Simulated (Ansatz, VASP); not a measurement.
# Two plane-wave programs on Mg5ZnS6

The input INCAR:

```
SYSTEM = Mg5ZnS6
PREC = Accurate
ENCUT = 600
EDIFF = 1E-6
ISMEAR = 0
SIGMA = 0.1
LREAL = .FALSE.
LASPH = .TRUE.
NELM = 120
ALGO = Normal
ISIF = 2
LWAVE = .FALSE.
LCHARG = .FALSE.
GGA = PE
NBANDS = 41
GGA_COMPAT = .FALSE.
```

KPOINTS

```
regular mesh
0
G
  6 6 1
  0 0 0
```

The input POSCAR:

```
Mg5ZnS6
1.0
    3.8456747300      0.0000000000      0.0000000000
   -1.9228373700      3.3304520100      0.0000000000
    0.0000000000      0.0000000000     18.8398816300
Mg Zn S
5 1 6
Direct
    0.3333333300      0.6666666700      0.8333333300
    0.0000000000      0.0000000000      0.0000000000
    0.6666666700      0.3333333300      0.1666666700
    0.3333333300      0.6666666700      0.3333333300
    0.6666666700      0.3333333300      0.6666666700
    0.0000000000      0.0000000000      0.5000000000
    0.6666666700      0.3333333300      0.9166666700
    0.3333333300      0.6666666700      0.0833333300
    0.0000000000      0.0000000000      0.2500000000
    0.6666666700      0.3333333300      0.4166666700
    0.3333333300      0.6666666700      0.5833333300
    0.0000000000      0.0000000000      0.7500000000
```

Input for Ansatz:

```yaml
crystal:
  lattice:
    - [3.84567473, 0.0, 0.0]
    - [-1.92283737, 3.33045201, 0.0]
    - [0.0, 0.0, 18.83988163]
  atoms:
    - { symbol: Mg, position: [0.33333333, 0.66666667, 0.83333333] }
    - { symbol: Mg, position: [0.0, 0.0, 0.0] }
    - { symbol: Mg, position: [0.66666667, 0.33333333, 0.16666667] }
    - { symbol: Mg, position: [0.33333333, 0.66666667, 0.33333333] }
    - { symbol: Mg, position: [0.66666667, 0.33333333, 0.66666667] }
    - { symbol: Zn, position: [0.0, 0.0, 0.5] }
    - { symbol: S, position: [0.66666667, 0.33333333, 0.91666667] }
    - { symbol: S, position: [0.33333333, 0.66666667, 0.08333333] }
    - { symbol: S, position: [0.0, 0.0, 0.25] }
    - { symbol: S, position: [0.66666667, 0.33333333, 0.41666667] }
    - { symbol: S, position: [0.33333333, 0.66666667, 0.58333333] }
    - { symbol: S, position: [0.0, 0.0, 0.75] }
basis:
  ecutwfc: 420
kpoints:
  mp_grid: { grid: [6, 6, 1] }
hamiltonian:
  xc: pbe
scf:
  occupations: { method: gaussian, width: 0.1 }
  lower_state_search: "off"
output:
  forces: true
  stress: true
  eigenvalues: true
```

Alike in both runs: task single point; functional PBE; k mesh 6 × 6 × 1; occupations gaussian, width 0.1 eV; no spin polarisation.

|  | VASP | Ansatz |
| --- | --- | --- |
| version | VASP 6.6.1 | Ansatz 0.2.0 |
| potentials or method | VASP PAW PBE potentials, release 64 (Mg, Zn, S), cutoff 600 eV | scalar-relativistic, plane waves, PAW |
| valence electrons in the cell | 58 | 98 |

Ansatz gave:

```
gap on the k mesh at the Fermi level (eV)                     : 1.56
least direct gap on the mesh (eV)                             : 1.88
pressure (GPa)                                                : -7.4
traceless stress, the component that is largest in VASP (GPa) : -0.10
rms of the force components (eV/Å)                            : 0.072
```

Task: Which values does VASP return?

Result: gap on the k mesh at the Fermi level (eV): 1.55; least direct gap on the mesh (eV): 1.87; pressure (GPa): -7.6; traceless stress, the component that is largest in VASP (GPa): -0.10; rms of the force components (eV/Å): 0.067.

Atom by atom the forces differ by 0.005 eV/Å (rms over components). VASP's potentials hold 58 valence electrons a cell and Ansatz's 98, so a difference there can come from the potentials and not from the codes.
